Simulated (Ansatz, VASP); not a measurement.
# AgRh in VASP and in Ansatz

```xyz
2
Lattice="2.6963 0.0000 0.0000 -1.3481 2.3350 0.0000 0.0000 0.0000 4.6387" Properties=species:S:1:pos:R:3 pbc="T T T"
Ag    0.0000    0.0000    2.3194
Rh    1.3481    0.7783    0.0000
```

Alike in both runs: functional LDA; k mesh 12 × 12 × 6; no spin polarisation.

Ansatz relaxed the structure, and its values are those at the end. VASP's run is a single point on that final structure, the one shown.

```csv
,VASP,Ansatz
version,VASP 6.6.1,Ansatz 0.2.0
potentials or method,"VASP PAW LDA potentials, release 64 (Ag, Rh_pv)","plane waves, PAW"
plane-wave cutoff (eV),520,420
occupations,"methfessel-paxton of order 1, width 0.15 eV","cold, width 0.15 eV"
valence electrons in the cell,26,36
```

```tsv
	VASP	Ansatz	Ansatz less VASP
pressure (GPa)	0.4	0.0	-0.39
```

LDA's correlation is that of Perdew and Zunger in VASP and of Perdew and Wang (1992) in Ansatz. VASP's potentials hold 26 valence electrons a cell and Ansatz's 36, so a difference there can come from the potentials and not from the codes. Ansatz's warnings: stress scf threshold loose.
